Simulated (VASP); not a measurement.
# Zn (P6_3/mmc) in VASP: a series of runs

Zn is run at these levels: LDA; tasks: single point.

Program: VASP 6.6.1. These are calculated values, not measurements. Logs are shortened: lines on timing, memory, paths and dates and some standing lists are left out, and cuts for length are marked.

### Step 1. The cell of the first run

Symmetry: P6_3/mmc, No. 194, hexagonal system. The conventional cell has a = 2.571 Å, b = 2.571 Å, c = 4.736 Å, α = 90.00°, β = 90.00°, γ = 120.00°. Zn (site symmetry -6m2) has 12 Zn at 2.57 to 2.79 Å within 3.4 Å.

### Step 2. Single point, LDA

Contents of INCAR:

```
PREC = Accurate ; ENCUT = 520
EDIFF = 1E-6 ; ISMEAR = 0
SIGMA = 0.1 ; LREAL = F
LASPH = T ; NELM = 80
ALGO = Normal ; ISIF = 2
LWAVE = F ; LCHARG = T
GGA = CA ; LELF = T
LVHAR = T ; NBANDS = 19
```

Contents of KPOINTS:

```
Automatic mesh
0
Gamma
  14 14 7
```

Contents of POSCAR:

```
Zn
1.0
    2.5709734941      0.0000000000      0.0000000000
   -1.2854867470      2.2265283583      0.0000000000
    0.0000000000      0.0000000000      4.7361908757
Zn
2
Direct
    0.3333333333      0.6666666667      0.2500000000
    0.6666666667      0.3333333333      0.7500000000
```

Potentials or basis: VASP PAW LDA potentials, release 64 (Zn).

On the command line:

```bash
$ cat potpaw_LDA.64/Zn/POTCAR > POTCAR
$ mpirun -np 1 vasp_std > vasp.out
```

OUTCAR:

```text
PREC = Accurate
   ENCUT = 520
   EDIFF = 1E-6
   ISMEAR = 0
   LREAL = F
   LASPH = T
   NELM = 80
   ISIF = 2
   GGA = CA

 ion  position               nearest neighbor table
   1  0.333  0.667  0.250-   2 2.79   2 2.79   2 2.79   2 2.79   2 2.79   2 2.79
   2  0.667  0.333  0.750-   1 2.79   1 2.79   1 2.79   1 2.79   1 2.79   1 2.79

  LATTYP: Found a hexagonal cell.
 ALAT       =     2.5709734941
 C/A-ratio  =     1.8421780258

  Lattice vectors:

 A1 = (   2.5709734941,   0.0000000000,   0.0000000000)
 A2 = (  -1.2854867470,   2.2265283583,   0.0000000000)
 A3 = (   0.0000000000,   0.0000000000,   4.7361908757)

Analysis of symmetry for initial positions (statically):
=====================================================================
 Subroutine PRICEL returns:
 Original cell was already a primitive cell.

 Routine SETGRP: Setting up the symmetry group for a
 hexagonal supercell.

 Subroutine GETGRP returns: Found 24 space group operations
 (whereof 12 operations were pure point group operations)
 out of a pool of 24 trial point group operations.

The static configuration has the point symmetry D_3d.
 The point group associated with its full space group is D_6h.

Analysis of symmetry for dynamics (positions and initial velocities):
=====================================================================
 Subroutine PRICEL returns:
 Original cell was already a primitive cell.

 Routine SETGRP: Setting up the symmetry group for a
 hexagonal supercell.

 Subroutine GETGRP returns: Found 24 space group operations
 (whereof 12 operations were pure point group operations)
 out of a pool of 24 trial point group operations.

The dynamic configuration has the point symmetry D_3d.
 The point group associated with its full space group is D_6h.

 Subroutine INISYM returns: Found 24 space group operations
 (whereof 12 operations are pure point group operations),
 and found     1 'primitive' translations

----------------------------------------------------------------------------------------

                                     Primitive cell

  volume of cell :      27.1116
[... 80 lines left out ...]
   PREC   = accura    normal or accurate (medium, high low for compatibility)
   ISTART =      0    job   : 0-new  1-cont  2-samecut
   ICHARG =      2    charge: 1-file 2-atom 10-const
   ISPIN  =      1    spin polarized calculation?
   LNONCOLLINEAR =      F non collinear calculations
   LSORBIT =      F    spin-orbit coupling
   LASPH  =      T    aspherical Exc in radial PAW
   ENCUT  =  520.0 eV  38.22 Ry    6.18 a.u.   4.78  4.78  8.81*2*pi/ulx,y,z
   NELM   =     80;   NELMIN=  2; NELMDL= -5     # of ELM steps
   EDIFF  = 0.1E-05   stopping-criterion for ELM
   LREAL  =      F    real-space projection
   EDIFFG = 0.1E-04   stopping-criterion for IOM
   NSW    =      0    number of steps for IOM
   IBRION =     -1    ionic relax: 0-MD 1-quasi-New 2-CG
   NFREE  =      0    steps in history (QN), initial steepest desc. (CG)
   ISIF   =      2    stress and relaxation
   ISYM   =      2    0-nonsym 1-usesym 2-fastsym
   POTIM  = 0.5000    time-step for ionic-motion
   TEBEG  =    0.0;   TEEND  =   0.0 temperature during run
   PSTRESS=    0.0 pullay stress
   NELECT =      24.0000    total number of electrons
   NUPDOWN=      -1.0000    fix difference up-down
   EMIN   =  10.00;   EMAX   =-10.00  energy-range for DOS
   EFERMI =   0.00;   METHOD = LEGACY
   ISMEAR =     0;   SIGMA  =   0.10  broadening in eV -4-tet -1-fermi 0-gaus
   EFERMI_NEDOS =   21; number of points for ismear=-14 and -15
   IALGO  =     38    algorithm
   IMIX   =      4    mixing-type and parameters
     AMIX     =   0.40;   BMIX     =  1.00
     AMIX_MAG =   1.60;   BMIX_MAG =  1.00
  volume/ion in A,a.u.               =      13.56        91.48
  Fermi-wavevector in a.u.,A,eV,Ry     =   1.571907  2.970474 33.618530  2.470892
  Thomas-Fermi vector in A             =   2.673421
   LORBIT       =      0    0 simple, 1 ext, 2 COOP (PROOUT), +10 PAW based schemes
   GGA     = CA    functional components
   LHFCALC =     F    Hartree Fock is set to
   AEXX    =    0.0000 exact exchange contribution
   IVDW    =     0    specifies the selected vdW correction
   LEPSILON=     F    determine dielectric tensor
   LRPA    =     F    only Hartree local field effects (RPA)
 non-spin polarized calculation
 Gauss-broadening in eV      SIGMA  =   0.10
  energy-cutoff  :      520.00
  volume of cell :       27.11
 maximum number of plane-waves:       743
 NGX is ok and might be reduce to    20
   NGX =  9   NGY =  9   NGZ = 17

 number of electron      23.9999991 magnetization

 Free energy of the ion-electron system (eV)
  ---------------------------------------------------
  ext. energy  EPLUGINS =         0.00000000
  ---------------------------------------------------
  free energy    TOTEN  =        -3.74869341 eV

  energy without entropy =       -3.74769415  energy(sigma->0) =       -3.74819378

 E-fermi :   3.6775     XC(G=0): -12.5126

 val. band max:        3.5883072704   @ k =   0.2143   0.1429   0.0000
 cond. band min:       3.8008240744   @ k =   0.2143   0.0000   0.1429
 fundamental gap:      0.2125168041
 Fermi energy:         3.6775293237

 k-point     1 :       0.0000    0.0000    0.0000
  band No.  band energies     occupation
      1      -7.6000      2.00000
      2      -5.4678      2.00000
      3      -4.5929      2.00000
      4      -4.3219      2.00000
      5      -4.3219      2.00000
      6      -4.2566      2.00000
[... 505 lines left out ...]
      6      -4.3306      2.00000
[... 11 lines left out ...]
     18      11.7883      0.00000
     19      13.4825      0.00000

 [... further k-points ...]

------------------------ aborting loop because EDIFF is reached ----------------------------------------

  FORCE on cell =-STRESS in cart. coord.  units (eV):
  Direction    XX          YY          ZZ          XY          YZ          ZX
  --------------------------------------------------------------------------------------
  -------------------------------------------------------------------------------------
  Total        0.2800024      0.2800024     -0.1904014      0.0000000      0.0000000     -0.0000000
  in kB       16.5469282     16.5469282    -11.2518944      0.0000000      0.0000000     -0.0000000
  external PRESSURE =       7.2806540 kB  Pullay stress =       0.0000000 kB

 VOLUME and BASIS-vectors are now :
 -----------------------------------------------------------------------------
  energy-cutoff  :      520.00
  volume of cell :       27.11
      direct lattice vectors                 reciprocal lattice vectors
     2.570973494  0.000000000  0.000000000     0.388957724  0.224564847  0.000000000
    -1.285486747  2.226528358  0.000000000     0.000000000  0.449129694  0.000000000
     0.000000000  0.000000000  4.736190876     0.000000000  0.000000000  0.211140139

 POSITION                                       TOTAL-FORCE (eV/Angst)
 -----------------------------------------------------------------------------------
     -0.00000      1.48435      1.18405        -0.000000     -0.000000      0.000000
      1.28549      0.74218      3.55214         0.000000      0.000000      0.000000
 -----------------------------------------------------------------------------------
    total drift:                                0.000000     -0.000000      0.000000

  FREE ENERGIE OF THE ION-ELECTRON SYSTEM (eV)
  ---------------------------------------------------
  free  energy   TOTEN  =        -3.7486934127 eV

  energy  without entropy=       -3.7476941535  energy(sigma->0) =       -3.74819378
```

OSZICAR:

```text
N       E                     dE             d eps       ncg     rms          rms(c)
DAV:   1     0.112694309361E+03    0.11269E+03   -0.12422E+04  3808   0.208E+03
DAV:   2     0.127446256097E+01   -0.11142E+03   -0.10747E+03  3678   0.301E+02
DAV:   3    -0.404320315458E+01   -0.53177E+01   -0.52960E+01  4080   0.721E+01
DAV:   4    -0.407408694607E+01   -0.30884E-01   -0.30877E-01  4030   0.570E+00
DAV:   5    -0.407412486287E+01   -0.37917E-04   -0.37917E-04  4027   0.182E-01    0.522E+00
DAV:   6    -0.378122309421E+01    0.29290E+00   -0.10154E+00  4080   0.225E+01    0.367E+00
DAV:   7    -0.375873647020E+01    0.22487E-01   -0.43218E-02  4640   0.365E+00    0.184E+00
DAV:   8    -0.374872448799E+01    0.10012E-01   -0.28757E-03  5091   0.759E-01    0.532E-02
DAV:   9    -0.374869000358E+01    0.34484E-04   -0.26587E-04  4803   0.188E-01    0.302E-02
DAV:  10    -0.374869343345E+01   -0.34299E-05   -0.16356E-05  4111   0.348E-02    0.243E-03
DAV:  11    -0.374869341272E+01    0.20731E-07   -0.69492E-07  2620   0.119E-02
   1 F= -.37486934E+01 E0= -.37481938E+01  d E =-.999259E-03
```

Run time: 14 s. Hardware: 1 thread of Intel Xeon 6975P-C (Granite Rapids), shared host; peak memory 0.15 GiB.

Results:

| Property | Result |
| --- | --- |
| Free energy | -3.7487 eV |
| Pressure | 0.7 GPa |
| Band gap on the k mesh | zero (band 12 reaches 5.21 eV, above the bottom of band 13 at 0.86 eV) |

Stress tensor (GPa, compression positive):
```
 1.65  0.00  0.00
 0.00  1.65  0.00
 0.00  0.00 -1.13
```

### Step 3. Single point, LDA

Contents of INCAR:

```
PREC = Accurate
ENCUT = 520
EDIFF = 1E-7
ISMEAR = 0
SIGMA = 0.2
LREAL = False
LASPH = True
NELM = 100
ALGO = Normal
ISIF = 2
LWAVE = False
LCHARG = False
NBANDS = 19
```

Contents of KPOINTS:

```
regular mesh
0
Gamma
  14 14 7
```

POSCAR is that of step 2.

Potentials or basis: VASP PAW LDA potentials, release 64 (Zn).

On the command line:

```bash
$ cat potpaw_LDA.64/Zn/POTCAR > POTCAR
$ mpirun -np 1 vasp_std > vasp.out
```

Wall time 14 s (1 thread of Intel Xeon 6975P-C (Granite Rapids), shared host); peak memory 0.14 GiB.

The run converged. Its results:

- Free energy: -3.7510 eV
- Pressure: 0.8 GPa
- Band gap on the k mesh: zero (band 12 reaches 5.21 eV, above the bottom of band 13 at 0.86 eV)

Stress tensor (GPa, compression positive):
```
 1.54  0.00  0.00
 0.00  1.54  0.00
 0.00  0.00 -0.77
```

Levels at points of the mesh, in eV from the Fermi level:
```tsv
k point	band 8	band 9	band 10	band 11	band 12	band 13	band 14	band 15	band 16	band 17
(0.00, 0.00, 0.00)	-7.57	-7.57	-7.31	-7.31	-4.12	-2.85	14.94	18.73	18.73	18.79
(0.50, 0.00, 0.00)	-7.31	-7.10	-7.08	-3.18	-2.25	2.97	3.70	4.83	6.12	10.74
```

### Step 4. Single point, LDA

Contents of INCAR:

```
ALGO = Normal
EDIFF = 1E-6
ENCUT = 520
ISIF = 2
ISMEAR = 0
LASPH = T
LCHARG = F
LREAL = F
LWAVE = F
NBANDS = 19
NELM = 100
PREC = Accurate
SIGMA = 0.3
```

Contents of KPOINTS:

```
k-points
0
Gamma
  14 14 7
```

POSCAR is that of step 3.

Potentials or basis: VASP PAW LDA potentials, release 64 (Zn).

On the command line:

```bash
$ cat potpaw_LDA.64/Zn/POTCAR > POTCAR
$ mpirun -np 1 vasp_std > vasp.out
```

OUTCAR:

```text
EDIFF = 1E-6
   ENCUT = 520
   ISIF = 2
   ISMEAR = 0
   LASPH = T
   LREAL = F
   NELM = 100
   PREC = Accurate

 ion  position               nearest neighbor table
   1  0.333  0.667  0.250-   2 2.79   2 2.79   2 2.79   2 2.79   2 2.79   2 2.79
   2  0.667  0.333  0.750-   1 2.79   1 2.79   1 2.79   1 2.79   1 2.79   1 2.79

  LATTYP: Found a hexagonal cell.
 ALAT       =     2.5709734941
 C/A-ratio  =     1.8421780258

  Lattice vectors:

 A1 = (   2.5709734941,   0.0000000000,   0.0000000000)
 A2 = (  -1.2854867470,   2.2265283583,   0.0000000000)
 A3 = (   0.0000000000,   0.0000000000,   4.7361908757)

Analysis of symmetry for initial positions (statically):
=====================================================================
 Subroutine PRICEL returns:
 Original cell was already a primitive cell.

 Routine SETGRP: Setting up the symmetry group for a
 hexagonal supercell.

 Subroutine GETGRP returns: Found 24 space group operations
 (whereof 12 operations were pure point group operations)
 out of a pool of 24 trial point group operations.

The static configuration has the point symmetry D_3d.
 The point group associated with its full space group is D_6h.

Analysis of symmetry for dynamics (positions and initial velocities):
=====================================================================
 Subroutine PRICEL returns:
 Original cell was already a primitive cell.

 Routine SETGRP: Setting up the symmetry group for a
 hexagonal supercell.

 Subroutine GETGRP returns: Found 24 space group operations
 (whereof 12 operations were pure point group operations)
 out of a pool of 24 trial point group operations.

[... 106 lines left out ...]
   NFREE  =      0    steps in history (QN), initial steepest desc. (CG)
   ISIF   =      2    stress and relaxation
   ISYM   =      2    0-nonsym 1-usesym 2-fastsym
   POTIM  = 0.5000    time-step for ionic-motion
   TEBEG  =    0.0;   TEEND  =   0.0 temperature during run
   PSTRESS=    0.0 pullay stress
   NELECT =      24.0000    total number of electrons
   NUPDOWN=      -1.0000    fix difference up-down
   EMIN   =  10.00;   EMAX   =-10.00  energy-range for DOS
   EFERMI =   0.00;   METHOD = LEGACY
   ISMEAR =     0;   SIGMA  =   0.30  broadening in eV -4-tet -1-fermi 0-gaus
   EFERMI_NEDOS =   21; number of points for ismear=-14 and -15
   IALGO  =     38    algorithm
   IMIX   =      4    mixing-type and parameters
     AMIX     =   0.40;   BMIX     =  1.00
     AMIX_MAG =   1.60;   BMIX_MAG =  1.00
  volume/ion in A,a.u.               =      13.56        91.48
  Fermi-wavevector in a.u.,A,eV,Ry     =   1.571907  2.970474 33.618530  2.470892
  Thomas-Fermi vector in A             =   2.673421
   LORBIT       =      0    0 simple, 1 ext, 2 COOP (PROOUT), +10 PAW based schemes
   GGA     = CA    functional components
   LHFCALC =     F    Hartree Fock is set to
   AEXX    =    0.0000 exact exchange contribution
   IVDW    =     0    specifies the selected vdW correction
   LEPSILON=     F    determine dielectric tensor
   LRPA    =     F    only Hartree local field effects (RPA)
 non-spin polarized calculation
 Gauss-broadening in eV      SIGMA  =   0.30
  energy-cutoff  :      520.00
  volume of cell :       27.11
 maximum number of plane-waves:       743
 NGX is ok and might be reduce to    20
   NGX =  9   NGY =  9   NGZ = 17

 number of electron      23.9999991 magnetization

 Free energy of the ion-electron system (eV)
  ---------------------------------------------------
  ext. energy  EPLUGINS =         0.00000000
  ---------------------------------------------------
  free energy    TOTEN  =        -3.75624522 eV

  energy without entropy =       -3.73643943  energy(sigma->0) =       -3.74634232

 E-fermi :   3.7263     XC(G=0): -12.5125

 val. band max:        3.5880200095   @ k =   0.2143   0.1429   0.0000
 cond. band min:       3.8009001234   @ k =   0.2143   0.0000   0.1429
 fundamental gap:      0.2128801139
 Fermi energy:         3.7263249152

 k-point     1 :       0.0000    0.0000    0.0000
  band No.  band energies     occupation
      1      -7.5998      2.00000
      2      -5.4673      2.00000
      3      -4.5928      2.00000
      4      -4.3216      2.00000
      5      -4.3216      2.00000
      6      -4.2563      2.00000
[... 505 lines left out ...]
      6      -4.3305      2.00000
[... 11 lines left out ...]
     18      11.7888      0.00000
     19      13.4824      0.00000

 [... further k-points ...]
[... 5 lines left out ...]
  --------------------------------------------------------------------------------------
  -------------------------------------------------------------------------------------
  Total        0.2375255      0.2375255     -0.0666024      0.0000000      0.0000000     -0.0000000
  in kB       14.0367222     14.0367222     -3.9359116      0.0000000      0.0000000     -0.0000000
  external PRESSURE =       8.0458443 kB  Pullay stress =       0.0000000 kB

 VOLUME and BASIS-vectors are now :
 -----------------------------------------------------------------------------
  energy-cutoff  :      520.00
  volume of cell :       27.11
      direct lattice vectors                 reciprocal lattice vectors
     2.570973494  0.000000000  0.000000000     0.388957724  0.224564847  0.000000000
    -1.285486747  2.226528358  0.000000000     0.000000000  0.449129694  0.000000000
     0.000000000  0.000000000  4.736190876     0.000000000  0.000000000  0.211140139

 POSITION                                       TOTAL-FORCE (eV/Angst)
 -----------------------------------------------------------------------------------
     -0.00000      1.48435      1.18405         0.000000     -0.000000      0.000000
      1.28549      0.74218      3.55214        -0.000000      0.000000      0.000000
 -----------------------------------------------------------------------------------
    total drift:                                0.000000     -0.000000      0.000000

  FREE ENERGIE OF THE ION-ELECTRON SYSTEM (eV)
  ---------------------------------------------------
  free  energy   TOTEN  =        -3.7562452205 eV

  energy  without entropy=       -3.7364394267  energy(sigma->0) =       -3.74634232
```

OSZICAR:

```text
N       E                     dE             d eps       ncg     rms          rms(c)
DAV:   1     0.112680910381E+03    0.11268E+03   -0.12422E+04  3808   0.208E+03
DAV:   2     0.126688092767E+01   -0.11141E+03   -0.10751E+03  3678   0.301E+02
DAV:   3    -0.405100361812E+01   -0.53179E+01   -0.52955E+01  4080   0.721E+01
DAV:   4    -0.408189361684E+01   -0.30890E-01   -0.30883E-01  4030   0.570E+00
DAV:   5    -0.408193153604E+01   -0.37919E-04   -0.37919E-04  4027   0.182E-01    0.522E+00
DAV:   6    -0.378880734466E+01    0.29312E+00   -0.10172E+00  4080   0.226E+01    0.367E+00
DAV:   7    -0.376629362612E+01    0.22514E-01   -0.43415E-02  4643   0.366E+00    0.184E+00
DAV:   8    -0.375627641979E+01    0.10017E-01   -0.28905E-03  5091   0.759E-01    0.533E-02
DAV:   9    -0.375624185973E+01    0.34560E-04   -0.26677E-04  4792   0.189E-01    0.301E-02
DAV:  10    -0.375624524609E+01   -0.33864E-05   -0.16501E-05  4122   0.349E-02    0.246E-03
DAV:  11    -0.375624522048E+01    0.25610E-07   -0.71551E-07  2628   0.121E-02
   1 F= -.37562452E+01 E0= -.37463423E+01  d E =-.198058E-01
```

stdout:

```text
POSCAR found type information on POSCAR Zn
 POSCAR found :  1 types and       2 ions
 scaLAPACK will be used
 LDA part: xc-table for (Slater(with rela. corr.)+CA(PZ))
 , standard interpolation
 POSCAR, INCAR and KPOINTS ok, starting setup
 FFT: planning ... GRIDC
 FFT: planning ... GRID_SOFT
 FFT: planning ... GRID
 WAVECAR not read
 entering main loop
```

Wall time 14 s (1 thread of Intel Xeon 6975P-C (Granite Rapids), shared host); peak memory 0.15 GiB.

What came out:

```
Free energy            : -3.7562 eV
Pressure               : 0.8 GPa
Band gap on the k mesh : zero (band 12 reaches 5.21 eV, above the bottom of band 13 at 0.86 eV)
```

### Step 5. The runs side by side

| smearing | gap on the mesh (eV) | pressure (GPa) |
| --- | --- | --- |
| gaussian 0.1 eV | none | 0.7 |
| gaussian 0.2 eV | none | 0.8 |
| gaussian 0.3 eV | none | 0.8 |

Alike in all rows: task single point; level LDA; potentials or basis VASP PAW LDA potentials, release 64 (Zn); no spin polarisation; cell as given; k mesh 14 × 14 × 7; cutoff (eV) 520.

Every run on the cell as given and a fine mesh finds a metal.

Absolute energies hang on the potentials; compare differences alone.
